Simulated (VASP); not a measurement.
A run of VASP 6.6.1:

INCAR

```
SYSTEM = SnTe
PREC = Accurate
ENCUT = 600
EDIFF = 1E-6
ISMEAR = -1
SIGMA = 0.05
LREAL = .FALSE.
LASPH = .TRUE.
NELM = 100
ALGO = Normal
ISIF = 3
LWAVE = .FALSE.
LCHARG = .FALSE.
GGA = PS
IBRION = 2
NSW = 80
EDIFFG = -0.02
PSTRESS = 100.0
```

KPOINTS

```
Automatic mesh
0
G
  7 7 7
  0 0 0
```

The input POSCAR:

```
SnTe
1.0
    0.0000000000      3.1508500000      3.1508500000
    3.1508500000      0.0000000000      3.1508500000
    3.1508500000      3.1508500000      0.0000000000
Te Sn
1 1
Direct
    0.5000000000      0.5000000000      0.5000000000
    0.0000000000      0.0000000000      0.0000000000
```

Potentials or basis: VASP PAW PBE potentials, release 64 (Te, Sn_d).

Command:

```sh
$ cat potpaw_PBE.64/Te/POTCAR potpaw_PBE.64/Sn_d/POTCAR > POTCAR
$ mpirun -np 1 vasp_std > vasp.out
```

Hardware: 1 thread of Intel(R) Xeon(R) 6975P-C (Granite Rapids), with other jobs on the host.

Question: Estimate the wall time of this run.

Answer: Run time: 32 s on 1 thread of Intel(R) Xeon(R) 6975P-C (Granite Rapids), with other jobs on the host, peak memory 0.22 GiB. Counts: scf iterations 36, k points 20, ion steps 4.
